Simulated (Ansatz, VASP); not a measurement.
## HfGe3: VASP beside Ansatz

INCAR

```
PREC = Accurate
ENCUT = 520
EDIFF = 1E-7
ISMEAR = 0
SIGMA = 0.05
LREAL = F
LASPH = T
NELM = 100
ALGO = Normal
ISIF = 2
LWAVE = F
LCHARG = F
GGA = PE
NBANDS = 34
```

KPOINTS

```
regular mesh
0
Gamma
  8 8 8
```

The input POSCAR:

```
HfGe3
1.0
    4.2445198678      0.0000000000      0.0000000000
    0.0000000000      4.2445198678      0.0000000000
    0.0000000000      0.0000000000      4.2445198678
Hf Ge
1 3
Direct
    0.0000000000      0.0000000000      0.0000000000
    0.0000000000      0.5000000000      0.5000000000
    0.5000000000      0.5000000000      0.0000000000
    0.5000000000      0.0000000000      0.5000000000
```

Input for Ansatz:

```yaml
crystal:
  lattice:
    - [4.2445198678, 0.0, 0.0]
    - [0.0, 4.2445198678, 0.0]
    - [0.0, 0.0, 4.2445198678]
  atoms:
    - { symbol: Hf, position: [0.0, 0.0, 0.0] }
    - { symbol: Ge, position: [0.0, 0.5, 0.5] }
    - { symbol: Ge, position: [0.5, 0.5, 0.0] }
    - { symbol: Ge, position: [0.5, 0.0, 0.5] }
basis:
  ecutwfc: 420
  ecutrho_ratio: 4
kpoints:
  mp_grid: { grid: [8, 8, 8] }
hamiltonian:
  xc: pbe
scf:
  occupations: { method: gaussian, width: 0.05 }
output:
  forces: true
  stress: true
  eigenvalues: true
  write_density: true
  write_potential: true
  elf: true
  volumetric_format: npy
```

Alike in both runs: task single point; functional PBE; k mesh 8 × 8 × 8; occupations gaussian, width 0.05 eV; no spin polarisation.

|  | VASP | Ansatz |
| --- | --- | --- |
| version | VASP 6.6.1 | Ansatz 0.2.0 |
| potentials or method | VASP PAW PBE potentials, release 64 (Hf_pv, Ge_d), cutoff 520 eV | scalar-relativistic, plane waves, PAW |
| valence electrons in the cell | 52 | 68 |

```tsv
	VASP	Ansatz	Ansatz less VASP
gap on the k mesh at the Fermi level (eV)	none	none	-
pressure (GPa)	-3.5	-3.3	+0.28
```

A gap of «none» marks a metal or a gap that the smearing closes. VASP's potentials hold 52 valence electrons a cell and Ansatz's 68, so a difference there can come from the potentials and not from the codes.

Spin-orbit coupling is off throughout.
